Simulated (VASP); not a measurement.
# CdSe (P6_3mc) in VASP: further runs

The runs below take CdSe through single point, with LDA, PBEsol.

All numbers are computed with VASP 6.6.1; they aren't measurements. Logs are shortened: lines on timing, memory, paths and dates and some standing lists are left out, and cuts for length are marked.

## (1) The cell of the first run

Symmetry: P6_3mc, No. 186, hexagonal system. Conventional cell: a = 4.249 Å, b = 4.249 Å, c = 13.873 Å, α = 90.00°, β = 90.00°, γ = 120.00°. Cd (site symmetry 3m) has 4 Se at 2.60 Å within 3.4 Å. Cd (site symmetry 3m) has 4 Se at 2.60 Å within 3.4 Å. Within 3.4 Å of Se (site symmetry 3m) lie 4 Cd at 2.60 Å. Within 3.4 Å of Se (site symmetry 3m) lie 4 Cd at 2.60 Å.

## (2) Single point, LDA

INCAR reads:

```
SYSTEM = CdSe
  PREC = Accurate
  ENCUT = 520
  EDIFF = 1E-7
  ISMEAR = -1
  SIGMA = 0.02
  LREAL = .False.
  LASPH = .True.
  NELM = 60
  ALGO = Normal
  ISIF = 2
  LWAVE = .False.
  LCHARG = .False.
  GGA = CA
  NBANDS = 46
```

KPOINTS reads:

```
Automatic mesh
0
Gamma
  6 6 2
  0 0 0
```

POSCAR reads:

```
CdSe
1.0
    4.2493396534      0.0000000000      0.0000000000
   -2.1246698267      3.6800360891      0.0000000000
    0.0000000000      0.0000000000     13.8730364843
Cd Se
4 4
Direct
    0.0000000000      0.0000000000     -0.0001105116
    0.3333333333      0.6666666667      0.2499569035
    0.0000000000      0.0000000000      0.4998894884
    0.6666666667      0.3333333333      0.7499569035
    0.0000000000      0.0000000000      0.1874465910
    0.3333333333      0.6666666667      0.4377070170
    0.0000000000      0.0000000000      0.6874465910
    0.6666666667      0.3333333333      0.9377070170
```

Potentials or basis: VASP PAW LDA potentials, release 64 (Cd, Se).

Command:

```bash
$ cat potpaw_LDA.64/Cd/POTCAR potpaw_LDA.64/Se/POTCAR > POTCAR
$ mpirun -np 1 vasp_std > vasp.out
```

OUTCAR:

```text
SYSTEM = CdSe
   PREC = Accurate
   ENCUT = 520
   EDIFF = 1E-7
   ISMEAR = -1
   LREAL = .False.
   LASPH = .True.
   NELM = 60
   ISIF = 2
   GGA = CA

 ion  position               nearest neighbor table
   1  0.000  0.000  1.000-   8 2.60   8 2.60   8 2.60   5 2.60
   2  0.333  0.667  0.250-   5 2.60   5 2.60   5 2.60   6 2.60
   3  0.000  0.000  0.500-   6 2.60   6 2.60   6 2.60   7 2.60
   4  0.667  0.333  0.750-   7 2.60   7 2.60   7 2.60   8 2.60
   5  0.000  0.000  0.187-   1 2.60   2 2.60   2 2.60   2 2.60
   6  0.333  0.667  0.438-   3 2.60   3 2.60   3 2.60   2 2.60
   7  0.000  0.000  0.687-   3 2.60   4 2.60   4 2.60   4 2.60
   8  0.667  0.333  0.938-   1 2.60   1 2.60   1 2.60   4 2.60

  LATTYP: Found a hexagonal cell.
 ALAT       =     4.2493396534
 C/A-ratio  =     3.2647511416

  Lattice vectors:

 A1 = (   4.2493396534,   0.0000000000,   0.0000000000)
 A2 = (  -2.1246698267,   3.6800360891,   0.0000000000)
 A3 = (   0.0000000000,   0.0000000000,  13.8730364843)

Analysis of symmetry for initial positions (statically):
=====================================================================
 Subroutine PRICEL returns:
 Original cell was already a primitive cell.

 Routine SETGRP: Setting up the symmetry group for a
 hexagonal supercell.

 Subroutine GETGRP returns: Found 12 space group operations
 (whereof  6 operations were pure point group operations)
 out of a pool of 24 trial point group operations.

The static configuration has the point symmetry C_3v.
 The point group associated with its full space group is C_6v.

Analysis of symmetry for dynamics (positions and initial velocities):
=====================================================================
 Subroutine PRICEL returns:
 Original cell was already a primitive cell.

 Routine SETGRP: Setting up the symmetry group for a
 hexagonal supercell.

 Subroutine GETGRP returns: Found 12 space group operations
 (whereof  6 operations were pure point group operations)
 out of a pool of 24 trial point group operations.

The dynamic configuration has the point symmetry C_3v.
 The point group associated with its full space group is C_6v.

 Subroutine INISYM returns: Found 12 space group operations
 (whereof  6 operations are pure point group operations),
 and found     1 'primitive' translations

----------------------------------------------------------------------------------------

                                     Primitive cell

  volume of cell :     216.9427

  direct lattice vectors                    reciprocal lattice vectors
     4.249339653  0.000000000  0.000000000     0.235330682  0.135868233  0.000000000
    -2.124669827  3.680036089  0.000000000     0.000000000  0.271736466  0.000000000
     0.000000000  0.000000000 13.873036484     0.000000000  0.000000000  0.072082273

  length of vectors
     4.249339653  4.249339653 13.873036484     0.271736466  0.271736466  0.072082273

  position of ions in fractional coordinates (direct lattice)
     0.000000000  0.000000000  0.999889488
     0.333333333  0.666666667  0.249956903
     0.000000000  0.000000000  0.499889488
     0.666666667  0.333333333  0.749956903
     0.000000000  0.000000000  0.187446591
     0.333333333  0.666666667  0.437707017
     0.000000000  0.000000000  0.687446591
     0.666666667  0.333333333  0.937707017

  ion indices of the primitive-cell ions
   primitive index   ion index
                 1           1
                 2           2
                 3           3
                 4           4
                 5           5
                 6           6
                 7           7
                 8           8

----------------------------------------------------------------------------------------

 KPOINTS: Automatic mesh

Automatic generation of k-mesh.
 Grid dimensions read from file:
 generate k-points for:    6    6    2

 Generating k-lattice:

  Cartesian coordinates                     Fractional coordinates (reciprocal lattice)
     0.039221780  0.022644705  0.000000000     0.166666667  0.000000000  0.000000000
     0.000000000  0.045289411  0.000000000     0.000000000  0.166666667  0.000000000
     0.000000000  0.000000000  0.036041136     0.000000000  0.000000000  0.500000000

  Length of vectors
     0.045289411  0.045289411  0.036041136

  Shift w.r.t. Gamma in fractional coordinates (k-lattice)
     0.000000000  0.000000000  0.000000000

 Subroutine IBZKPT returns following result:
 ===========================================

 Found     14 irreducible k-points:

 Following reciprocal coordinates:
            Coordinates               Weight
  0.000000  0.000000  0.000000      1.000000
  0.166667  0.000000  0.000000      6.000000
  0.333333  0.000000  0.000000      6.000000
  0.500000 -0.000000  0.000000      3.000000
  0.166667  0.166667  0.000000      6.000000
  0.333333  0.166667  0.000000     12.000000
  0.333333  0.333333  0.000000      2.000000
  0.000000  0.000000  0.500000      1.000000
  0.166667  0.000000  0.500000      6.000000
  0.333333  0.000000  0.500000      6.000000
  0.500000 -0.000000  0.500000      3.000000
  0.166667  0.166667  0.500000      6.000000
  0.333333  0.166667  0.500000     12.000000
  0.333333  0.333333  0.500000      2.000000
   k-points           NKPTS =     14   k-points in BZ     NKDIM =     14   number of bands    NBANDS=     46
   number of dos      NEDOS =    301   number of ions     NIONS =      8
   total plane-waves  NPLWV = 110592
   dimension x,y,z NGX =    32 NGY =   32 NGZ =  108
   dimension x,y,z NGXF=    64 NGYF=   64 NGZF=  216
   ions per type =               4   4
   NGX,Y,Z   is equivalent  to a cutoff of  12.52, 12.52, 12.94 a.u.
   NGXF,Y,Z  is equivalent  to a cutoff of  25.04, 25.04, 25.88 a.u.
 SYSTEM =  CdSe
   PREC   = accura    normal or accurate (medium, high low for compatibility)
   ISTART =      0    job   : 0-new  1-cont  2-samecut
   ICHARG =      2    charge: 1-file 2-atom 10-const
   ISPIN  =      1    spin polarized calculation?
   LNONCOLLINEAR =      F non collinear calculations
   LSORBIT =      F    spin-orbit coupling
   LASPH  =      T    aspherical Exc in radial PAW
   ENCUT  =  520.0 eV  38.22 Ry    6.18 a.u.   7.90  7.90 25.79*2*pi/ulx,y,z
   NELM   =     60;   NELMIN=  2; NELMDL= -5     # of ELM steps
   EDIFF  = 0.1E-06   stopping-criterion for ELM
   LREAL  =      F    real-space projection
   EDIFFG = 0.1E-05   stopping-criterion for IOM
   NSW    =      0    number of steps for IOM
   IBRION =     -1    ionic relax: 0-MD 1-quasi-New 2-CG
   NFREE  =      0    steps in history (QN), initial steepest desc. (CG)
   ISIF   =      2    stress and relaxation
   ISYM   =      2    0-nonsym 1-usesym 2-fastsym
   POTIM  = 0.5000    time-step for ionic-motion
   TEBEG  =    0.0;   TEEND  =   0.0 temperature during run
   PSTRESS=    0.0 pullay stress
   NELECT =      72.0000    total number of electrons
   NUPDOWN=      -1.0000    fix difference up-down
   EMIN   =  10.00;   EMAX   =-10.00  energy-range for DOS
   EFERMI =   0.00;   METHOD = LEGACY
   ISMEAR =    -1;   SIGMA  =   0.02  broadening in eV -4-tet -1-fermi 0-gaus
   EFERMI_NEDOS =   21; number of points for ismear=-14 and -15
   IALGO  =     38    algorithm
   IMIX   =      4    mixing-type and parameters
     AMIX     =   0.40;   BMIX     =  1.00
     AMIX_MAG =   1.60;   BMIX_MAG =  1.00
  volume/ion in A,a.u.               =      27.12       183.00
  Fermi-wavevector in a.u.,A,eV,Ry     =   1.133454  2.141918 17.479656  1.284718
  Thomas-Fermi vector in A             =   2.270157
   LORBIT       =      0    0 simple, 1 ext, 2 COOP (PROOUT), +10 PAW based schemes
   GGA     = CA    functional components
   LHFCALC =     F    Hartree Fock is set to
   AEXX    =    0.0000 exact exchange contribution
   IVDW    =     0    specifies the selected vdW correction
   LEPSILON=     F    determine dielectric tensor
   LRPA    =     F    only Hartree local field effects (RPA)
 non-spin polarized calculation
  energy-cutoff  :      520.00
  volume of cell :      216.94
 maximum number of plane-waves:      5862
 NGX is ok and might be reduce to    32
   NGX = 15   NGY = 15   NGZ = 51

 number of electron      71.9999987 magnetization

 Free energy of the ion-electron system (eV)
  ---------------------------------------------------
  ext. energy  EPLUGINS =         0.00000000
  ---------------------------------------------------
  free energy    TOTEN  =       -27.03109962 eV

  energy without entropy =      -27.03109943  energy(sigma->0) =      -27.03109953

 E-fermi :   1.3631     XC(G=0):  -9.4495

 val. band max:        1.1227398129   @ k =   0.0000   0.0000   0.0000
 cond. band min:       1.5874891517   @ k =   0.0000   0.0000   0.0000
 fundamental gap:      0.4647493388
 Fermi energy:         1.3631312941

 k-point     1 :       0.0000    0.0000    0.0000
  band No.  band energies     occupation
      1     -11.7413      2.00000
      2     -11.5364      2.00000
      3     -11.5306      2.00000
      4     -11.3245      2.00000
      5      -6.9640      2.00000
      6      -6.9595      2.00000
[... 38 lines left out ...]
     45       7.0037      0.00000
     46       7.1730      0.00000

 k-point     2 :       0.1667    0.0000    0.0000
  band No.  band energies     occupation
      1     -11.6497      2.00000
      2     -11.4682      2.00000
      3     -11.4626      2.00000
      4     -11.2835      2.00000
      5      -6.9355      2.00000
      6      -6.9274      2.00000
[... 38 lines left out ...]
     45       7.1942      0.00000
     46       7.2311      0.00000

 k-point     3 :       0.3333    0.0000    0.0000
  band No.  band energies     occupation
      1     -11.4495      2.00000
      2     -11.3304      2.00000
      3     -11.3254      2.00000
      4     -11.2137      2.00000
      5      -6.8848      2.00000
      6      -6.8756      2.00000
[... 528 lines left out ...]
     45       7.5095      0.00000
     46       7.5095      0.00000

 k-point    14 :       0.3333    0.3333    0.5000
  band No.  band energies     occupation
      1     -11.2328      2.00000
      2     -11.2328      2.00000
      3     -11.2245      2.00000
      4     -11.2245      2.00000
      5      -6.8478      2.00000
      6      -6.8478      2.00000
[... 38 lines left out ...]
     45       7.5003      0.00000
     46       7.5003      0.00000

------------------------ aborting loop because EDIFF is reached ----------------------------------------

  FORCE on cell =-STRESS in cart. coord.  units (eV):
  Direction    XX          YY          ZZ          XY          YZ          ZX
  --------------------------------------------------------------------------------------
  -------------------------------------------------------------------------------------
  Total        0.6379190      0.6379190      0.6475386      0.0000000      0.0000000      0.0000000
  in kB        4.7111948      4.7111948      4.7822383      0.0000000      0.0000000      0.0000000
  external PRESSURE =       4.7348759 kB  Pullay stress =       0.0000000 kB

 VOLUME and BASIS-vectors are now :
 -----------------------------------------------------------------------------
  energy-cutoff  :      520.00
  volume of cell :      216.94
      direct lattice vectors                 reciprocal lattice vectors
     4.249339653  0.000000000  0.000000000     0.235330682  0.135868233  0.000000000
    -2.124669827  3.680036089  0.000000000     0.000000000  0.271736466  0.000000000
     0.000000000  0.000000000 13.873036484     0.000000000  0.000000000  0.072082273

 POSITION                                       TOTAL-FORCE (eV/Angst)
 -----------------------------------------------------------------------------------
      0.00000      0.00000     13.87150         0.000000      0.000000      0.002148
     -0.00000      2.45336      3.46766        -0.000000      0.000000      0.000243
      0.00000      0.00000      6.93499        -0.000000     -0.000000      0.002148
      2.12467      1.22668     10.40418         0.000000     -0.000000      0.000243
      0.00000      0.00000      2.60045        -0.000000      0.000000     -0.002598
     -0.00000      2.45336      6.07233         0.000000      0.000000      0.000207
      0.00000      0.00000      9.53697        -0.000000     -0.000000     -0.002598
      2.12467      1.22668     13.00884        -0.000000      0.000000      0.000207
 -----------------------------------------------------------------------------------
    total drift:                                0.000000      0.000000     -0.000215

  FREE ENERGIE OF THE ION-ELECTRON SYSTEM (eV)
  ---------------------------------------------------
  free  energy   TOTEN  =       -27.0310996203 eV

  energy  without entropy=      -27.0310994307  energy(sigma->0) =      -27.03109953
```

It took 87 s on 1 thread of Intel Xeon Platinum 8488C (Sapphire Rapids), shared host; peak memory 0.31 GiB.

What came out:

| Item | Value |
| --- | --- |
| Free energy | -27.0311 eV |
| Pressure | 0.5 GPa |
| Band gap on the k mesh | 0.46 eV |

Forces in eV/Å, atoms in the order of the input:
```
Cd   0.000  0.000  0.002
Cd   0.000  0.000  0.000
Cd   0.000  0.000  0.002
Cd   0.000  0.000  0.000
Se   0.000  0.000 -0.003
Se   0.000  0.000  0.000
Se   0.000  0.000 -0.003
Se   0.000  0.000  0.000
```

Caveat: semilocal functionals underestimate gaps, and a narrow one can read as zero.

(Continued in part 2 of 2.)
